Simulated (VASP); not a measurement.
ZnSn2N2: single point with PBE

ZnSn2N2:

```
Sn Zn N
1.0
     3.35233    0.00000    0.00000
     0.00000    3.35233    0.00000
     0.00000    0.00000    7.98357
Sn Zn N
2 1 2
Direct
  0.50000 0.50000 0.30621
  0.50000 0.50000 0.69379
  0.00000 0.00000 0.00000
  0.00000 0.50000 0.85441
  0.50000 0.00000 0.14559
```

```yaml
Program: VASP 6.6.1
Task: single point
Functional: PBE
Potentials_or_basis: VASP PAW PBE potentials, release 64 (Sn_d, Zn, N)
Cutoff: 520 eV
k_mesh: 7 × 7 × 3
Occupations: fermi-dirac, width 0.05 eV
Spin: no spin polarisation
Dipole_correction: no
Further_INCAR_settings: ALGO = Normal; EDIFF = 1e-07; NBANDS = 33
```

```yaml
Pressure: 0.6 GPa
Largest_force: 0.018 eV/Å
Band_gap_on_the_k_mesh: zero (bands 25 and 26 overlap by 1.28 eV)
```

Forces on the atoms (eV/Å):
```
Sn   0.000  0.000  0.015
Sn   0.000  0.000 -0.015
Zn   0.000  0.000  0.000
N    0.000  0.000 -0.018
N    0.000  0.000  0.018
```

Stress tensor (GPa, compression positive):
```
0.45 0.00 0.00
0.00 0.45 0.00
0.00 0.00 0.99
```

Levels at points of the mesh, in eV from the Fermi level:
```tsv
k point	band 21	band 22	band 23	band 24	band 25	band 26	band 27	band 28	band 29	band 30
(0.00, 0.00, 0.00)	-2.75	-2.75	-1.15	-1.15	0.36	0.71	3.24	5.47	5.47	6.13
```

It took 49 s on 1 thread of Intel(R) Xeon(R) Platinum 8559C (Emerald Rapids) (shared host), peak memory 0.23 GiB.

Caveat: spin-orbit coupling is left out, which moves the levels of the heavy elements.
